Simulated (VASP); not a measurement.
# Y (P6_3/mmc) in VASP: further runs

Runs on Y. Level: PBEsol. Tasks: single point, relaxation of cell and atoms.

Everything below comes from runs of VASP 6.6.1. Logs are shortened: lines on timing, memory, paths and dates and some standing lists are left out, and cuts for length are marked.

## 1. The cell of the first run

It takes space group P6_3/mmc (No. 194, hexagonal). The conventional cell has a = 3.643 Å, b = 3.643 Å, c = 5.879 Å, α = 90.00°, β = 90.00°, γ = 120.00°. Within 4.7 Å of Y (site symmetry -6m2) lie 12 Y at 3.61 to 3.64 Å.

## 2. Single point, PBEsol

File INCAR:

```
SYSTEM = Y
ALGO     = Normal         ! electronic algorithm
EDIFF    = 1E-7           ! SCF threshold, eV
ENCUT    = 520            ! plane-wave cutoff, eV
GGA      = PS             ! functional
ISIF     = 2              ! what is computed and relaxed
ISMEAR   = 0              ! smearing method
LASPH    = .TRUE.         ! aspherical terms in the spheres
LCHARG   = .TRUE.         ! write CHGCAR
LELF     = .TRUE.         ! ELF
LREAL    = .FALSE.        ! projectors in reciprocal space
LVHAR    = .TRUE.       
LWAVE    = .FALSE.        ! write WAVECAR
NBANDS   = 18             ! bands
NELM     = 60             ! most SCF steps
PREC     = Accurate       ! precision mode
SIGMA    = 0.1            ! smearing width, eV
```

File KPOINTS:

```
k-points
0
G
  6 6 4
  0 0 0
```

File POSCAR:

```
Y
1.0
    3.6425693900      0.0000000000      0.0000000000
   -1.8212847000      3.1545576300      0.0000000000
    0.0000000000      0.0000000000      5.8791583500
Y
2
Direct
    0.3333333300      0.6666666700      0.2500000000
    0.6666666700      0.3333333300      0.7500000000
```

Potentials or basis: VASP PAW PBE potentials, release 64 (Y_sv).

Command:

```sh
> cat potpaw_PBE.64/Y_sv/POTCAR > POTCAR
> mpirun -np 1 vasp_std > vasp.out
```

OUTCAR:

```text
SYSTEM = Y
   EDIFF = 1E-7
   ENCUT = 520
   GGA = PS
   ISIF = 2
   ISMEAR = 0
   LASPH = .TRUE.
   LREAL = .FALSE.
   NELM = 60
   PREC = Accurate

 ion  position               nearest neighbor table
   1  0.333  0.667  0.250-   2 3.61   2 3.61   2 3.61   2 3.61   2 3.61   2 3.61
   2  0.667  0.333  0.750-   1 3.61   1 3.61   1 3.61   1 3.61   1 3.61   1 3.61

  LATTYP: Found a hexagonal cell.
 ALAT       =     3.6425693900
 C/A-ratio  =     1.6140140984

  Lattice vectors:

 A1 = (   3.6425693900,   0.0000000000,   0.0000000000)
 A2 = (  -1.8212847000,   3.1545576300,   0.0000000000)
 A3 = (   0.0000000000,   0.0000000000,   5.8791583500)

Analysis of symmetry for initial positions (statically):
=====================================================================
 Subroutine PRICEL returns:
 Original cell was already a primitive cell.

 Routine SETGRP: Setting up the symmetry group for a
 hexagonal supercell.

 Subroutine GETGRP returns: Found 24 space group operations
 (whereof 12 operations were pure point group operations)
 out of a pool of 24 trial point group operations.

The static configuration has the point symmetry D_3d.
 The point group associated with its full space group is D_6h.

Analysis of symmetry for dynamics (positions and initial velocities):
=====================================================================
 Subroutine PRICEL returns:
 Original cell was already a primitive cell.

 Routine SETGRP: Setting up the symmetry group for a
 hexagonal supercell.

 Subroutine GETGRP returns: Found 24 space group operations
 (whereof 12 operations were pure point group operations)
 out of a pool of 24 trial point group operations.

The dynamic configuration has the point symmetry D_3d.
 The point group associated with its full space group is D_6h.

 Subroutine INISYM returns: Found 24 space group operations
 (whereof 12 operations are pure point group operations),
 and found     1 'primitive' translations

----------------------------------------------------------------------------------------

                                     Primitive cell

  volume of cell :      67.5556

  direct lattice vectors                    reciprocal lattice vectors
     3.642569390  0.000000000  0.000000000     0.274531489  0.158500830  0.000000000
    -1.821284700  3.154557630  0.000000000     0.000000000  0.317001658  0.000000000
     0.000000000  0.000000000  5.879158350     0.000000000  0.000000000  0.170092374
[... 78 lines left out ...]
   ENCUT  =  520.0 eV  38.22 Ry    6.18 a.u.   6.77  6.77 10.93*2*pi/ulx,y,z
   NELM   =     60;   NELMIN=  2; NELMDL= -5     # of ELM steps
   EDIFF  = 0.1E-06   stopping-criterion for ELM
   LREAL  =      F    real-space projection
   EDIFFG = 0.1E-05   stopping-criterion for IOM
   NSW    =      0    number of steps for IOM
   IBRION =     -1    ionic relax: 0-MD 1-quasi-New 2-CG
   NFREE  =      0    steps in history (QN), initial steepest desc. (CG)
   ISIF   =      2    stress and relaxation
   ISYM   =      2    0-nonsym 1-usesym 2-fastsym
   POTIM  = 0.5000    time-step for ionic-motion
   TEBEG  =    0.0;   TEEND  =   0.0 temperature during run
   PSTRESS=    0.0 pullay stress
   NELECT =      22.0000    total number of electrons
   NUPDOWN=      -1.0000    fix difference up-down
   EMIN   =  10.00;   EMAX   =-10.00  energy-range for DOS
   EFERMI =   0.00;   METHOD = LEGACY
   ISMEAR =     0;   SIGMA  =   0.10  broadening in eV -4-tet -1-fermi 0-gaus
   EFERMI_NEDOS =   21; number of points for ismear=-14 and -15
   IALGO  =     38    algorithm
   IMIX   =      4    mixing-type and parameters
     AMIX     =   0.40;   BMIX     =  1.00
     AMIX_MAG =   1.60;   BMIX_MAG =  1.00
  volume/ion in A,a.u.               =      33.78       227.94
  Fermi-wavevector in a.u.,A,eV,Ry     =   1.126320  2.128437 17.260315  1.268597
  Thomas-Fermi vector in A             =   2.263002
   LORBIT       =      0    0 simple, 1 ext, 2 COOP (PROOUT), +10 PAW based schemes
   GGA     = PS    functional components
   LHFCALC =     F    Hartree Fock is set to
   AEXX    =    0.0000 exact exchange contribution
   IVDW    =     0    specifies the selected vdW correction
   LEPSILON=     F    determine dielectric tensor
   LRPA    =     F    only Hartree local field effects (RPA)
 non-spin polarized calculation
 Gauss-broadening in eV      SIGMA  =   0.10
  energy-cutoff  :      520.00
  volume of cell :       67.56
 maximum number of plane-waves:      1842
 NGX is ok and might be reduce to    28
   NGX = 13   NGY = 13   NGZ = 21

 number of electron      22.0000001 magnetization

 Free energy of the ion-electron system (eV)
  ---------------------------------------------------
  ext. energy  EPLUGINS =         0.00000000
  ---------------------------------------------------
  free energy    TOTEN  =       -13.59819383 eV

  energy without entropy =      -13.57479207  energy(sigma->0) =      -13.58649295

 E-fermi :   2.8079     XC(G=0):  -9.4258

 val. band max:        2.7870849867   @ k =   0.3333   0.1667   0.2500
 cond. band min:       2.8626680025   @ k =   0.1667   0.0000   0.2500
 fundamental gap:      0.0755830158
 Fermi energy:         2.8078703668

 k-point     1 :       0.0000    0.0000    0.0000
  band No.  band energies     occupation
      1     -39.9182      2.00000
      2     -39.8598      2.00000
      3     -20.1597      2.00000
      4     -19.7325      2.00000
      5     -19.7325      2.00000
      6     -19.6614      2.00000
[... 418 lines left out ...]
      5     -19.9542      2.00000
      6     -19.9542      2.00000
[... 10 lines left out ...]
     17       7.2426      0.00000
     18       7.2426      0.00000

------------------------ aborting loop because EDIFF is reached ----------------------------------------

  FORCE on cell =-STRESS in cart. coord.  units (eV):
  Direction    XX          YY          ZZ          XY          YZ          ZX
  --------------------------------------------------------------------------------------
  -------------------------------------------------------------------------------------
  Total       -0.8674658     -0.8674658     -1.9350644      0.0000000     -0.0000000      0.0000000
  in kB      -20.5731836    -20.5731836    -45.8928002      0.0000000     -0.0000000      0.0000000
  external PRESSURE =     -29.0130558 kB  Pullay stress =       0.0000000 kB

 VOLUME and BASIS-vectors are now :
 -----------------------------------------------------------------------------
  energy-cutoff  :      520.00
  volume of cell :       67.56
      direct lattice vectors                 reciprocal lattice vectors
     3.642569390  0.000000000  0.000000000     0.274531489  0.158500830  0.000000000
    -1.821284700  3.154557630  0.000000000     0.000000000  0.317001658  0.000000000
     0.000000000  0.000000000  5.879158350     0.000000000  0.000000000  0.170092374

 POSITION                                       TOTAL-FORCE (eV/Angst)
 -----------------------------------------------------------------------------------
     -0.00000      2.10304      1.46979         0.000000      0.000000      0.000000
      1.82128      1.05152      4.40937        -0.000000     -0.000000      0.000000
 -----------------------------------------------------------------------------------
    total drift:                               -0.000005      0.000003     -0.000000

  FREE ENERGIE OF THE ION-ELECTRON SYSTEM (eV)
  ---------------------------------------------------
  free  energy   TOTEN  =       -13.5981938272 eV

  energy  without entropy=      -13.5747920689  energy(sigma->0) =      -13.58649295
```

stdout:

```text
POSCAR found type information on POSCAR Y
 POSCAR found :  1 types and       2 ions
 scaLAPACK will be used
 -----------------------------------------------------------------------------
|                                                                             |
|                                                                             |
|     You enforced a specific xc type in the INCAR file but a different       |
|     I HOPE YOU KNOW WHAT YOU ARE DOING!                                     |
|                                                                             |
 -----------------------------------------------------------------------------

 LDA part: xc-table for (Slater+PW92), standard interpolation
 POSCAR, INCAR and KPOINTS ok, starting setup
 FFT: planning ... GRIDC
 FFT: planning ... GRID_SOFT
 FFT: planning ... GRID
 WAVECAR not read
 entering main loop
```

Wall time 22 s (1 thread of Intel Xeon 6975P-C (Granite Rapids), shared host); peak memory 0.21 GiB.

What came out:

- Free energy: -13.5982 eV
- Pressure: -2.9 GPa
- Band gap on the k mesh: zero (bands 11 and 12 overlap by 1.23 eV)

Stress tensor (GPa, compression positive):
```
-2.06  0.00  0.00
 0.00 -2.06  0.00
 0.00  0.00 -4.59
```

Caveat: the PAW data sets were made with another functional, which shifts forces and pressure a little.

## 3. Single point, PBEsol

This run uses another cell than the first one, of 31.31 Å³/atom.

File INCAR:

```
SYSTEM = Y
PREC = Accurate
ENCUT = 520
EDIFF = 1E-7
ISMEAR = 0
SIGMA = 0.1
LREAL = .False.
LASPH = .True.
NELM = 60
ALGO = Fast
ISIF = 2
LWAVE = .False.
LCHARG = .False.
GGA = PS
NBANDS = 18
```

File KPOINTS:

```
Automatic mesh
0
Gamma
  15 15 8
  0 0 0
```

File POSCAR:

```
Y
1.0
    3.5991554591      0.0000000029      0.0000000000
   -1.7995777320      3.1169600583      0.0000000000
    0.0000000000      0.0000000000      5.5816203737
Y
2
Direct
    0.3333333333      0.6666666667      0.2500000000
    0.6666666667      0.3333333333      0.7500000000
```

Potentials or basis: VASP PAW PBE potentials, release 64 (Y_sv).

Command:

```sh
> cat potpaw_PBE.64/Y_sv/POTCAR > POTCAR
> mpirun -np 1 vasp_std > vasp.out
```

Wall time 1.9 min (1 thread of Intel Xeon 6975P-C (Granite Rapids), shared host); peak memory 0.29 GiB.

It converged, with:

```yaml
Free_energy: -13.6492 eV
Pressure: -0.1 GPa
Band_gap_on_the_k_mesh: zero (bands 11 and 12 overlap by 1.59 eV)
```

Levels at points of the mesh, in eV from the Fermi level:
| k point | band 8 | band 9 | band 10 | band 11 | band 12 | band 13 | band 14 | band 15 |
| --- | --- | --- | --- | --- | --- | --- | --- | --- |
| (0.00, 0.00, 0.00) | -22.12 | -4.77 | -1.92 | 1.14 | 1.77 | 1.77 | 2.19 | 2.43 |
| (0.00, 0.00, 0.50) | -22.23 | -3.25 | -3.25 | 1.02 | 1.02 | 1.66 | 1.66 | 1.66 |

Caveat: the PAW data sets were made with another functional, which shifts forces and pressure a little.

## 4. Single point, PBEsol

This run uses another cell than the first one, of 31.47 Å³/atom.

File INCAR:

```
SYSTEM = Y
  ALGO = Fast
  EDIFF = 1E-6
  ENCUT = 520
  GGA = PS
  ISIF = 2
  ISMEAR = -1
  LASPH = .True.
  LCHARG = .False.
  LREAL = .False.
  LWAVE = .False.
  NBANDS = 18
  NELM = 80
  PREC = Accurate
  SIGMA = 0.15
```

File KPOINTS:

```
k-points
0
Gamma
  15 15 8
  0 0 0
```

File POSCAR:

```
Y
1.0
    3.5922435817      0.0000000029      0.0000000000
   -1.7961217933      3.1109741969      0.0000000000
    0.0000000000      0.0000000000      5.6315153910
Y
2
Direct
    0.3333333333      0.6666666667      0.2500000000
    0.6666666667      0.3333333333      0.7500000000
```

Command:

```sh
> cat potpaw_PBE.64/Y_sv/POTCAR > POTCAR
> mpirun -np 1 vasp_std > vasp.out
```

Wall time 90 s (1 thread of Intel Xeon 6975P-C (Granite Rapids), shared host); peak memory 0.29 GiB.

The run converged. Its results:

```yaml
Free_energy: -13.7703 eV
Pressure: -0.1 GPa
Band_gap_on_the_k_mesh: zero (bands 11 and 12 overlap by 1.47 eV)
```

Levels at points of the mesh, in eV from the Fermi level:
```
           k point  band 7  band 8  band 9  band 10  band 11  band 12  band 13  band 14  band 15  band 16
(0.00, 0.00, 0.00)  -22.18  -22.15   -4.77    -1.93     1.04     1.78     1.78     2.10     2.42     2.42
(0.00, 0.00, 0.50)  -22.23  -22.23   -3.27    -3.27     0.97     0.97     1.69     1.69     1.69     1.69
```

Caveat: the PAW data sets were made with another functional, which shifts forces and pressure a little.

## 5. Relaxation of cell and atoms, PBEsol

This run uses another cell than the first one, of 31.31 Å³/atom.

File INCAR:

```
SYSTEM = Y
PREC = Accurate
ENCUT = 600
EDIFF = 1E-6
ISMEAR = -1
SIGMA = 0.15
LREAL = .FALSE.
LASPH = .TRUE.
NELM = 60
ALGO = Fast
ISIF = 3
LWAVE = .FALSE.
LCHARG = .FALSE.
GGA = PS
IBRION = 2
NSW = 80
EDIFFG = -0.001
```

File KPOINTS:

```
regular mesh
0
G
  15 15 8
  0 0 0
```

File POSCAR:

```
Y
1.0
    3.5991554591      0.0000000029      0.0000000000
   -1.7995777320      3.1169600583      0.0000000000
    0.0000000000      0.0000000000      5.5816203737
Y
2
Direct
    0.3333333333      0.6666666667      0.2500000000
    0.6666666667      0.3333333333      0.7500000000
```

Potentials or basis: VASP PAW PBE potentials, release 64 (Y_sv).

Command:

```sh
> cat potpaw_PBE.64/Y_sv/POTCAR > POTCAR
> mpirun -np 1 vasp_std > vasp.out
```

OUTCAR:

```text
SYSTEM = Y
   PREC = Accurate
   ENCUT = 600
   EDIFF = 1E-6
   ISMEAR = -1
   LREAL = .FALSE.
   LASPH = .TRUE.
   NELM = 60
   ISIF = 3
   GGA = PS
   IBRION = 2
   NSW = 80
   EDIFFG = -0.001

 ion  position               nearest neighbor table
   1  0.333  0.667  0.250-   2 3.48   2 3.48   2 3.48   2 3.48   2 3.48   2 3.48
   2  0.667  0.333  0.750-   1 3.48   1 3.48   1 3.48   1 3.48   1 3.48   1 3.48

  LATTYP: Found a hexagonal cell.
 ALAT       =     3.5991554591
 C/A-ratio  =     1.5508139165

  Lattice vectors:

 A1 = (   3.5991554591,   0.0000000029,   0.0000000000)
 A2 = (  -1.7995777320,   3.1169600583,   0.0000000000)
 A3 = (   0.0000000000,   0.0000000000,   5.5816203737)

Analysis of symmetry for initial positions (statically):
=====================================================================
 Subroutine PRICEL returns:
 Original cell was already a primitive cell.

 Routine SETGRP: Setting up the symmetry group for a
 hexagonal supercell.

 Subroutine GETGRP returns: Found 24 space group operations
 (whereof 12 operations were pure point group operations)
 out of a pool of 24 trial point group operations.

The static configuration has the point symmetry D_3d.
 The point group associated with its full space group is D_6h.

Analysis of symmetry for dynamics (positions and initial velocities):
=====================================================================
 Subroutine PRICEL returns:
 Original cell was already a primitive cell.
[... 345 lines left out ...]
  ext. energy  EPLUGINS =         0.00000000
  ---------------------------------------------------
  free energy    TOTEN  =       -13.77051994 eV

  energy without entropy =      -13.52673828  energy(sigma->0) =      -13.64862911

 E-fermi :   3.1082     XC(G=0):  -9.7135

 val. band max:        3.1061530139   @ k =   0.2000  -0.0000   0.2500
 cond. band min:       3.1173171019   @ k =   0.2000   0.0667   0.0000
 fundamental gap:      0.0111640880
 Fermi energy:         3.1081869527

 k-point     1 :       0.0000    0.0000    0.0000
  band No.  band energies     occupation
      1     -39.3701      2.00000
      2     -39.2794      2.00000
      3     -19.7353      2.00000
      4     -19.1685      2.00000
      5     -19.1685      2.00000
      6     -19.0641      2.00000
      7     -19.0641      2.00000
      8     -19.0326      2.00000
      9      -1.6648      2.00000
     10       1.1708      2.00000
     11       4.1574      0.00183
     12       4.8913      0.00001
     13       4.8913      0.00001
     14       5.2119      0.00000
[... 401 lines left out ...]
      2     -39.2690      2.00000
      3     -19.5673      2.00000
      4     -19.4489      2.00000
      5     -19.3919      2.00000
      6     -19.3828      2.00000
      7     -19.2509      2.00000
      8     -19.2292      2.00000
      9       1.9332      1.99921
     10       2.2919      1.99138
     11       2.3581      1.98662
     12       2.8120      1.75614
     13       4.2659      0.00089
     14       4.4109      0.00034
     15       5.3870      0.00000

 [... further k-points ...]

------------------------ aborting loop because EDIFF is reached ----------------------------------------

  FORCE on cell =-STRESS in cart. coord.  units (eV):
  Direction    XX          YY          ZZ          XY          YZ          ZX
  --------------------------------------------------------------------------------------
  -------------------------------------------------------------------------------------
  Total       -0.0003736     -0.0003736      0.0013696     -0.0000000      0.0000000      0.0000000
  in kB       -0.0095401     -0.0095401      0.0349701     -0.0000000      0.0000000      0.0000000
  external PRESSURE =       0.0052966 kB  Pullay stress =       0.0000000 kB
[... 17 lines left out ...]
  FREE ENERGIE OF THE ION-ELECTRON SYSTEM (eV)
  ---------------------------------------------------
  free  energy   TOTEN  =       -13.7705199417 eV

  energy  without entropy=      -13.5267382809  energy(sigma->0) =      -13.64862911

 reached required accuracy - stopping structural energy minimisation
```

CONTCAR:

```text
Y
   1.00000000000000
     3.5886054195568642    0.0000000028912917   -0.0000000000000000
    -1.7943027122214306    3.1078234560490690    0.0000000000000000
     0.0000000000000000   -0.0000000000000000    5.6261681221859723
  Y
     2
Direct
     0.3333333332999970    0.6666666667000030    0.2500000000000000
     0.6666666667000030    0.3333333332999970    0.7500000000000000

  0.00000000E+00  0.00000000E+00  0.00000000E+00
  0.00000000E+00  0.00000000E+00  0.00000000E+00
```

Wall time 10 min (1 thread of Intel Xeon 6975P-C (Granite Rapids), shared host); peak memory 0.34 GiB.

What came out:

| Property | Result |
| --- | --- |
| Free energy | -13.7705 eV |
| Relaxed volume | 31.37 Å³/atom |
| Relaxed cell | a = 3.589 Å, b = 3.589 Å, c = 5.626 Å, α = 90.00°, β = 90.00°, γ = 120.00° |
| Space group after relaxing (to 0.1 Å) | P6_3/mmc (No. 194) |
| Energy gained by relaxing | 0.5 meV/atom |
| Ionic steps | 28 |
| Pressure after relaxing | 0.0 GPa |
| Band gap on the k mesh | zero (bands 11 and 12 overlap by 1.48 eV) |

Step by step:
| step | energy change (eV) | largest force (eV/Å) | pressure (GPa) | volume (Å³) |
| --- | --- | --- | --- | --- |
| 1 | 0.0000 | 0.0000 | 0.09 | 62.62 |
| 2 | -0.0008 | 0.0000 | -0.02 | 62.78 |
| 3 | -0.0009 | 0.0000 | -0.11 | 62.91 |
| 4 | -0.0009 | 0.0000 | -0.08 | 62.89 |
| 5 | -0.0010 | 0.0000 | 0.06 | 62.73 |
| 6 | -0.0010 | 0.0000 | -0.03 | 62.77 |
| 7 | -0.0010 | 0.0000 | 0.01 | 62.76 |
| 8 | -0.0010 | 0.0000 | 0.01 | 62.76 |
| 9 | -0.0010 | 0.0000 | 0.02 | 62.76 |
| 10 | -0.0010 | 0.0000 | -0.05 | 62.80 |
| 11 | -0.0010 | 0.0000 | -0.02 | 62.77 |
| 12 | -0.0010 | 0.0000 | -0.04 | 62.77 |
| 13 | -0.0010 | 0.0000 | -0.03 | 62.76 |
| 14 | -0.0010 | 0.0000 | -0.02 | 62.76 |
| 15 | -0.0010 | 0.0000 | -0.01 | 62.76 |
| 16 | -0.0010 | 0.0000 | -0.01 | 62.76 |
| 17 | -0.0010 | 0.0000 | -0.01 | 62.76 |
| 18 | -0.0010 | 0.0000 | -0.01 | 62.76 |
| 19 | -0.0010 | 0.0000 | -0.01 | 62.76 |
| 20 | -0.0010 | 0.0000 | -0.01 | 62.76 |
| 21 | -0.0010 | 0.0000 | -0.01 | 62.76 |
| 22 | -0.0010 | 0.0000 | -0.01 | 62.76 |
| 23 | -0.0010 | 0.0000 | -0.01 | 62.76 |
| 24 | -0.0010 | 0.0000 | -0.01 | 62.76 |
| 25 | -0.0010 | 0.0000 | -0.01 | 62.76 |
| 26 | -0.0010 | 0.0000 | -0.01 | 62.76 |
| 27 | -0.0010 | 0.0000 | -0.01 | 62.76 |
| 28 | -0.0010 | 0.0000 | 0.00 | 62.75 |

Final structure:
```xyz
2
Lattice="3.5886 0.0000 0.0000 -1.7943 3.1078 0.0000 0.0000 0.0000 5.6262" Properties=species:S:1:pos:R:3 pbc="T T T"
Y     0.0000    2.0719    1.4065
Y     1.7943    1.0359    4.2196
```

Caveat: the PAW data sets were made with another functional, which shifts forces and pressure a little.

[end of part 1 of 2]

The gap in the log of VASP goes by the Fermi energy; the results here count the filled bands.